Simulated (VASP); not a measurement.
# Mo (Im-3m) in VASP: notebook

Aim: see how the results for Mo move with the level of theory and the settings. Levels: BLYP, B3LYP. Tasks: single point.

Everything below comes from runs of VASP 6.6.1. Logs are shortened: lines on timing, memory, paths and dates and some standing lists are left out, and cuts for length are marked.

### Step 1. The cell of the first run

The structure is cubic, space group Im-3m (No. 229). Conventional cell: a = 3.327 Å, b = 3.327 Å, c = 3.327 Å, α = 90.00°, β = 90.00°, γ = 90.00°. Within 3.8 Å of Mo (site symmetry m-3m) lie 14 Mo at 2.88 to 3.33 Å.

### Step 2. Single point, BLYP (volume scaled by 1.12)

Input file INCAR:

```
PREC = Accurate
ENCUT = 520
EDIFF = 1E-6
ISMEAR = -1
SIGMA = 0.1
LREAL = F
LASPH = T
NELM = 60
ALGO = Normal
ISIF = 2
LWAVE = F
LCHARG = F
GGA = B5
ALDAX = 1.0
AGGAX = 1.0
AGGAC = 1.0
ALDAC = 0.0
NBANDS = 13
```

Input file KPOINTS:

```
regular mesh
0
Gamma
  23 23 23
```

Input file POSCAR:

```
Mo
1.0
   -1.6633025067      1.6633025067      1.6633025067
    1.6633025067     -1.6633025067      1.6633025067
    1.6633025067      1.6633025067     -1.6633025067
Mo
1
Direct
    0.0000000000      0.0000000000      0.0000000000
```

Potentials or basis: VASP PAW PBE potentials, release 64 (Mo_sv).

On the command line:

```sh
> cat potpaw_PBE.64/Mo_sv/POTCAR > POTCAR
> mpirun -np 1 vasp_std > vasp.out
```

OUTCAR:

```text
PREC = Accurate
   ENCUT = 520
   EDIFF = 1E-6
   ISMEAR = -1
   LREAL = F
   LASPH = T
   NELM = 60
   ISIF = 2
   GGA = B5

 ion  position               nearest neighbor table
   1  0.000  0.000  0.000-

  LATTYP: Found a body centered cubic cell.
 ALAT       =     3.3266050134

  Lattice vectors:

 A1 = (  -1.6633025067,   1.6633025067,   1.6633025067)
 A2 = (   1.6633025067,  -1.6633025067,   1.6633025067)
 A3 = (   1.6633025067,   1.6633025067,  -1.6633025067)

Analysis of symmetry for initial positions (statically):
=====================================================================
 Subroutine PRICEL returns:
 Original cell was already a primitive cell.

 Routine SETGRP: Setting up the symmetry group for a
 body centered cubic supercell.

 Subroutine GETGRP returns: Found 48 space group operations
 (whereof 48 operations were pure point group operations)
 out of a pool of 48 trial point group operations.

The static configuration has the point symmetry O_h .

Analysis of symmetry for dynamics (positions and initial velocities):
=====================================================================
 Subroutine PRICEL returns:
 Original cell was already a primitive cell.

 Routine SETGRP: Setting up the symmetry group for a
 body centered cubic supercell.

 Subroutine GETGRP returns: Found 48 space group operations
 (whereof 48 operations were pure point group operations)
 out of a pool of 48 trial point group operations.

The dynamic configuration has the point symmetry O_h .

 Subroutine INISYM returns: Found 48 space group operations
 (whereof 48 operations are pure point group operations),
 and found     1 'primitive' translations

----------------------------------------------------------------------------------------

                                     Primitive cell

  volume of cell :      18.4066

  direct lattice vectors                    reciprocal lattice vectors
    -1.663302507  1.663302507  1.663302507     0.000000000  0.300606774  0.300606774
     1.663302507 -1.663302507  1.663302507     0.300606774  0.000000000  0.300606774
     1.663302507  1.663302507 -1.663302507     0.300606774  0.300606774  0.000000000

  length of vectors
     2.880924450  2.880924450  2.880924450     0.425122176  0.425122176  0.425122176

  position of ions in fractional coordinates (direct lattice)
     0.000000000  0.000000000  0.000000000

  ion indices of the primitive-cell ions
   primitive index   ion index
                 1           1

----------------------------------------------------------------------------------------

 KPOINTS: regular mesh

Automatic generation of k-mesh.
 Grid dimensions read from file:
 generate k-points for:   23   23   23

 Generating k-lattice:

  Cartesian coordinates                     Fractional coordinates (reciprocal lattice)
     0.000000000  0.013069860  0.013069860     0.043478261  0.000000000  0.000000000
     0.013069860  0.000000000  0.013069860     0.000000000  0.043478261  0.000000000
     0.013069860  0.013069860  0.000000000     0.000000000  0.000000000  0.043478261

  Length of vectors
     0.018483573  0.018483573  0.018483573

  Shift w.r.t. Gamma in fractional coordinates (k-lattice)
     0.000000000  0.000000000  0.000000000

 Subroutine IBZKPT returns following result:
 ===========================================

 Found    364 irreducible k-points:

 Following reciprocal coordinates:
            Coordinates               Weight
  0.000000  0.000000  0.000000      1.000000
  0.043478  0.000000  0.000000     12.000000
  0.086957  0.000000  0.000000     12.000000
  0.130435  0.000000  0.000000     12.000000
  0.173913  0.000000  0.000000     12.000000
  0.217391  0.000000  0.000000     12.000000
[... 16 lines left out ...]
  0.478261  0.043478  0.000000     24.000000
  0.086957  0.086957  0.000000     24.000000
 [... further k-points ...]
   k-points           NKPTS =    364   k-points in BZ     NKDIM =    364   number of bands    NBANDS=     13
   number of dos      NEDOS =    301   number of ions     NIONS =      1
   total plane-waves  NPLWV =  13824
   dimension x,y,z NGX =    24 NGY =   24 NGZ =   24
   dimension x,y,z NGXF=    48 NGYF=   48 NGZF=   48
   ions per type =               1
   NGX,Y,Z   is equivalent  to a cutoff of  13.85, 13.85, 13.85 a.u.
   NGXF,Y,Z  is equivalent  to a cutoff of  27.70, 27.70, 27.70 a.u.
 SYSTEM =  unknown system
   PREC   = accura    normal or accurate (medium, high low for compatibility)
   ISTART =      0    job   : 0-new  1-cont  2-samecut
   ICHARG =      2    charge: 1-file 2-atom 10-const
   ISPIN  =      1    spin polarized calculation?
   LNONCOLLINEAR =      F non collinear calculations
   LSORBIT =      F    spin-orbit coupling
   LASPH  =      T    aspherical Exc in radial PAW
   ENCUT  =  520.0 eV  38.22 Ry    6.18 a.u.   5.36  5.36  5.36*2*pi/ulx,y,z
   NELM   =     60;   NELMIN=  2; NELMDL= -5     # of ELM steps
   EDIFF  = 0.1E-05   stopping-criterion for ELM
   LREAL  =      F    real-space projection
   EDIFFG = 0.1E-04   stopping-criterion for IOM
   NSW    =      0    number of steps for IOM
   IBRION =     -1    ionic relax: 0-MD 1-quasi-New 2-CG
   NFREE  =      0    steps in history (QN), initial steepest desc. (CG)
   ISIF   =      2    stress and relaxation
   ISYM   =      2    0-nonsym 1-usesym 2-fastsym
   POTIM  = 0.5000    time-step for ionic-motion
   TEBEG  =    0.0;   TEEND  =   0.0 temperature during run
   PSTRESS=    0.0 pullay stress
   NELECT =      14.0000    total number of electrons
   NUPDOWN=      -1.0000    fix difference up-down
   EMIN   =  10.00;   EMAX   =-10.00  energy-range for DOS
   EFERMI =   0.00;   METHOD = LEGACY
   ISMEAR =    -1;   SIGMA  =   0.10  broadening in eV -4-tet -1-fermi 0-gaus
   EFERMI_NEDOS =   21; number of points for ismear=-14 and -15
   IALGO  =     38    algorithm
   IMIX   =      4    mixing-type and parameters
     AMIX     =   0.40;   BMIX     =  1.00
     AMIX_MAG =   1.60;   BMIX_MAG =  1.00
  volume/ion in A,a.u.               =      18.41       124.21
  Fermi-wavevector in a.u.,A,eV,Ry     =   1.494375  2.823959 30.383942  2.233157
  Thomas-Fermi vector in A             =   2.606656
   LORBIT       =      0    0 simple, 1 ext, 2 COOP (PROOUT), +10 PAW based schemes
   GGA     = B5    functional components
   LHFCALC =     F    Hartree Fock is set to
   AEXX    =    0.0000 exact exchange contribution
   IVDW    =     0    specifies the selected vdW correction
   LEPSILON=     F    determine dielectric tensor
   LRPA    =     F    only Hartree local field effects (RPA)
 non-spin polarized calculation
  energy-cutoff  :      520.00
  volume of cell :       18.41
 maximum number of plane-waves:       531
 NGX is ok and might be reduce to    24
   NGX = 11   NGY = 11   NGZ = 11

 number of electron      14.0000002 magnetization

 Free energy of the ion-electron system (eV)
  ---------------------------------------------------
  ext. energy  EPLUGINS =         0.00000000
  ---------------------------------------------------
  free energy    TOTEN  =        -9.37310720 eV

  energy without entropy =       -9.34849227  energy(sigma->0) =       -9.36079973

 E-fermi :  10.6447     XC(G=0): -11.8739

 val. band max:       10.6349401435   @ k =  -0.3043   0.3478   0.1739
 cond. band min:      10.6808700543   @ k =  -0.1739   0.2174   0.1304
 fundamental gap:      0.0459299108
 Fermi energy:        10.6446620453

 k-point     1 :       0.0000    0.0000    0.0000
  band No.  band energies     occupation
      1     -50.4394      2.00000
      2     -24.1271      2.00000
      3     -24.1271      2.00000
      4     -24.1271      2.00000
      5       4.2042      2.00000
      6       9.5086      1.99998
      7       9.5086      1.99998
      8       9.5086      1.99998
      9      12.0026      0.00000
     10      12.0026      0.00000
     11      25.3697      0.00000
     12      25.3697      0.00000
     13      25.3697      0.00000

 k-point     2 :       0.0435    0.0000    0.0000
  band No.  band energies     occupation
      1     -50.4369      2.00000
      2     -24.1432      2.00000
      3     -24.1323      2.00000
      4     -24.1271      2.00000
      5       4.2750      2.00000
      6       9.4728      1.99998
      7       9.5048      1.99998
      8       9.5717      1.99996
      9      11.9516      0.00000
     10      12.0041      0.00000
     11      25.4161      0.00000
     12      25.4761      0.00000
     13      25.4846      0.00000

 k-point     3 :       0.0870    0.0000    0.0000
  band No.  band energies     occupation
      1     -50.4295      2.00000
      2     -24.1903      2.00000
      3     -24.1475      2.00000
      4     -24.1273      2.00000
      5       4.4826      2.00000
      6       9.3699      1.99999
      7       9.4881      1.99998
      8       9.7590      1.99972
      9      11.8212      0.00002
     10      12.0096      0.00000
     11      25.5327      0.00000
     12      25.7500      0.00000
     13      25.8239      0.00000
[... 305 lines left out ...]
 k-point    23 :       0.4783    0.0435    0.0000
  band No.  band energies     occupation
      1     -50.3019      2.00000
      2     -24.9523      2.00000
      3     -24.4050      2.00000
      4     -24.1361      2.00000
      5       6.3516      2.00000
      6       7.9359      2.00000
      7      11.7020      0.00005
      8      11.9228      0.00001
      9      12.6675      0.00000
     10      14.4516      0.00000
     11      19.9889      0.00000
     12      22.5355      0.00000
     13      25.9801      0.00000

 k-point    24 :       0.0870    0.0870    0.0000
  band No.  band energies     occupation
      1     -50.4112      2.00000
      2     -24.3068      2.00000
      3     -24.1696      2.00000
      4     -24.1427      2.00000
      5       5.0022      2.00000
      6       9.1999      2.00000
      7       9.3012      2.00000
      8      10.2962      1.94050
      9      11.5544      0.00022
     10      12.0753      0.00000
     11      25.8004      0.00000
     12      26.2595      0.00000
     13      26.4108      0.00000

 [... further k-points ...]
[... 5 lines left out ...]
  --------------------------------------------------------------------------------------
  -------------------------------------------------------------------------------------
  Total       -2.3178466     -2.3178466     -2.3178466      0.0000000      0.0000000      0.0000000
  in kB     -201.7537254   -201.7537254   -201.7537254      0.0000000      0.0000000      0.0000000
  external PRESSURE =    -201.7537254 kB  Pullay stress =       0.0000000 kB

 VOLUME and BASIS-vectors are now :
 -----------------------------------------------------------------------------
  energy-cutoff  :      520.00
  volume of cell :       18.41
      direct lattice vectors                 reciprocal lattice vectors
    -1.663302507  1.663302507  1.663302507     0.000000000  0.300606774  0.300606774
     1.663302507 -1.663302507  1.663302507     0.300606774  0.000000000  0.300606774
     1.663302507  1.663302507 -1.663302507     0.300606774  0.300606774  0.000000000

 POSITION                                       TOTAL-FORCE (eV/Angst)
 -----------------------------------------------------------------------------------
      0.00000      0.00000      0.00000         0.000000      0.000000     -0.000000
 -----------------------------------------------------------------------------------
    total drift:                                0.000000      0.000000      0.000000

  FREE ENERGIE OF THE ION-ELECTRON SYSTEM (eV)
  ---------------------------------------------------
  free  energy   TOTEN  =        -9.3731071980 eV

  energy  without entropy=       -9.3484922671  energy(sigma->0) =       -9.36079973
```

Wall time 2.6 min (1 thread of AMD EPYC 7R13, shared host); peak memory 0.17 GiB.

What came out:

```
Free energy            : -9.3731 eV
Pressure               : -20.2 GPa
Band gap on the k mesh : zero (band 7 reaches 13.63 eV, above the bottom of band 8 at 9.51 eV)
```

Caveat: the cell differs from its parent crystal (volume scaled by 1.12); the PAW data sets were made with another functional, which shifts forces and pressure a little.

### Step 3. Single point, BLYP, non-collinear spin, zero start, spin-orbit coupling

This run uses another cell than the first one, of 16.43 Å³/atom, 0.893 times its volume.

Input file INCAR:

```
PREC     = Accurate       # precision mode
ENCUT    = 520            # plane-wave cutoff, eV
EDIFF    = 1E-7           # SCF threshold, eV
ISMEAR   = -1             # smearing method
SIGMA    = 0.1            # smearing width, eV
LREAL    = F              # projectors in reciprocal space
LASPH    = T              # aspherical terms in the spheres
NELM     = 150            # most SCF steps
ALGO     = Normal         # electronic algorithm
ISIF     = 2              # what is computed and relaxed
LWAVE    = F              # write WAVECAR
LCHARG   = F              # write CHGCAR
LNONCOLLINEAR= T              # non-collinear magnetism
MAGMOM   = 0 0 0          # initial moments
LORBIT   = 11             # projections on sites
LSORBIT  = T              # spin-orbit coupling
GGA_COMPAT= F            
LORBMOM  = T            
LMAXMIX  = 4              # l up to which the mixer works
GGA      = B5             # functional
ALDAX    = 1.0          
AGGAX    = 1.0          
AGGAC    = 1.0          
ALDAC    = 0.0          
NBANDS   = 25             # bands
```

Input file KPOINTS:

```
regular mesh
0
Gamma
  14 14 14
```

Input file POSCAR:

```
Mo
1.0
   -1.6016412095      1.6016412095      1.6016412095
    1.6016412095     -1.6016412095      1.6016412095
    1.6016412095      1.6016412095     -1.6016412095
Mo
1
Direct
    0.0000000000      0.0000000000      0.0000000000
```

Potentials or basis: VASP PAW PBE potentials, release 64 (Mo_sv).

On the command line:

```sh
> cat potpaw_PBE.64/Mo_sv/POTCAR > POTCAR
> mpirun -np 1 vasp_ncl > vasp.out
```

Wall time 3.4 min (1 thread of AMD EPYC 7R13, shared host); peak memory 0.2 GiB.

Results (log left out):

| Item | Value |
| --- | --- |
| Free energy | -9.6020 eV |
| Pressure | 1.0 GPa |
| Net moment | 0.00 μB per cell |
| Valence electrons inside the program's atomic spheres | Mo 12.45 |

Moments on the atoms (μB; x, y, z):
```
Mo  0.00 0.00 0.00
```

Caveat: the PAW data sets were made with another functional, which shifts forces and pressure a little.

(Part 1 of 2 ends here.)
